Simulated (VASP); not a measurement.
Runs of VASP 6.6.1 on TiSi. The structure is that of space group Cmmm (No. 65), or close to it. The cells are those of the table. 

```csv
cell,gap on the mesh (eV),pressure (GPa)
"a = 2.819, b = 2.819, c = 3.588 Å, angles 90.0, 90.0, 97.8°, 2 atoms",none,1.8
"a = 2.656, b = 2.656, c = 4.042 Å, angles 90.0, 90.0, 97.8°, 2 atoms",none,(b)
"a = 2.698, b = 2.698, c = 3.918 Å, angles 90.0, 90.0, 97.8°, 2 atoms",none,-0.7
"a = 2.580, b = 2.580, c = 4.283 Å, angles 90.0, 90.0, 97.8°, 2 atoms",none,(a)
"a = 2.780, b = 2.780, c = 3.691 Å, angles 90.0, 90.0, 97.8°, 2 atoms",none,0.9
"a = 2.895, b = 2.895, c = 3.403 Å, angles 90.0, 90.0, 97.8°, 2 atoms",none,3.8
```

Alike in all rows: task single point; level PBEsol; potentials or basis VASP PAW PBE potentials, release 64 (Ti_sv, Si); no spin polarisation; k mesh 24 × 24 × 18; cutoff (eV) 520; smearing gaussian 0.15 eV.

**Question.** Estimate the missing entries.

**Answer.** (a) -1.1; (b) -1.2.

Caveats: the PAW data sets were made with another functional, which shifts forces and pressure a little; the stress differs along the axes, from -2 to 8 GPa (at least some runs); the stress differs along the axes, from -10 to 3 GPa (at least some runs); the stress differs along the axes, from -5 to 2 GPa (at least some runs); the stress differs along the axes, from -19 to 8 GPa (at least some runs); the stress differs along the axes, from -1 to 4 GPa (at least some runs); the stress differs along the axes, from -4 to 13 GPa (at least some runs).

A gap of «none» marks levels without a gap at the run's occupations.
